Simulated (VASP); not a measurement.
MgSnO4, 6 atoms in the cell. Symmetry: P6/mmm, No. 191, hexagonal system. Conventional cell: a = 3.802 Å, b = 3.802 Å, c = 10.300 Å, α = 90.00°, β = 90.00°, γ = 120.00°. Mg (site symmetry 6/mmm) has 6 O at 2.20 Å within 2.9 Å. Sn (site symmetry 6/mmm) has 6 O at 2.20 Å within 2.9 Å. O (site symmetry -6m2) has 3 Sn at 2.20 Å and 3 O at 2.20 Å within 2.9 Å. O (site symmetry -6m2) has 3 Mg at 2.20 Å and 3 O at 2.20 Å within 2.9 Å. 

* Program: VASP 6.6.1
* Task: single point
* Functional: PBE
* Potentials or basis: VASP PAW PBE potentials, release 64 (Mg, Sn_d, O)
* Cutoff: 520 eV
* k mesh: 12 × 12 × 4
* Occupations: gaussian, width 0.1 eV
* Spin: no spin polarisation
* Dipole correction: no
* Further INCAR settings: ALGO = Fast; EDIFF = 1e-07; NBANDS = 29

Potentials or basis: VASP PAW PBE potentials, release 64 (Mg, Sn_d, O).

The run is started by

```console
$ cat potpaw_PBE.64/Mg/POTCAR potpaw_PBE.64/Sn_d/POTCAR potpaw_PBE.64/O/POTCAR > POTCAR
$ mpirun -np 1 vasp_std > vasp.out
```

Hardware: 1 thread of Oxide Virtual Turin-like Processor, with other jobs on the host.

Estimate the wall time of this run.

Wall time 10 min on 1 thread of Oxide Virtual Turin-like Processor (shared host), peak memory 0.34 GiB. Counts: scf iterations 25, k points 57.
